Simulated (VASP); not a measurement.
Crystal: Sb2Mo.

```
Sb Mo
1.0
     5.03659    0.00000    0.00000
    -2.51830    4.36182    0.00000
     0.00000    0.00000    2.98793
Sb Mo
2 1
Direct
  0.33333 0.66667 0.50000
  0.66667 0.33333 0.50000
  0.00000 0.00000 0.00000
```

| Item | Value |
| --- | --- |
| Program | VASP 6.6.1 |
| Task | relaxation of cell and atoms |
| Functional | r2SCAN |
| Potentials or basis | VASP PAW PBE potentials, release 64 (Sb, Mo_sv) |
| Cutoff | 600 eV |
| k mesh | 6 × 6 × 6 |
| Occupations | gaussian, width 0.1 eV |
| Spin | no spin polarisation |

At the start: pressure -0.4 GPa; volume 21.88 Å³/atom.

Task: Where does the relaxation end?

Result: Over 6 steps the energy falls by 15.8 meV/atom and the volume is 21.93 Å³/atom (+0.2 %); space group P6/mmm (No. 191, to 0.1 Å) before and after.

The path:
```csv
step,energy change (eV),largest force (eV/Å),pressure (GPa),volume (Å³)
1,0.0000,0.0000,-0.35,65.64
2,-0.0450,0.0000,1.11,65.14
3,-0.0458,0.0000,0.91,65.19
4,-0.0458,0.0000,0.87,65.20
5,-0.0464,0.0000,-0.70,66.27
6,-0.0475,0.0000,-0.01,65.79
```

Final structure:
```yaml
crystal:
  lattice:
    - [5.11396, 0.00000, 0.00000]
    - [-2.55698, 4.42882, 0.00000]
    - [0.00000, 0.00000, 2.90469]
  atoms:
    - { symbol: Sb, position: [0.33333, 0.66667, 0.50000] }
    - { symbol: Sb, position: [0.66667, 0.33333, 0.50000] }
    - { symbol: Mo, position: [0.00000, 0.00000, 0.00000] }
```

Caveat: the PAW data sets were made with another functional, which shifts forces and pressure a little.
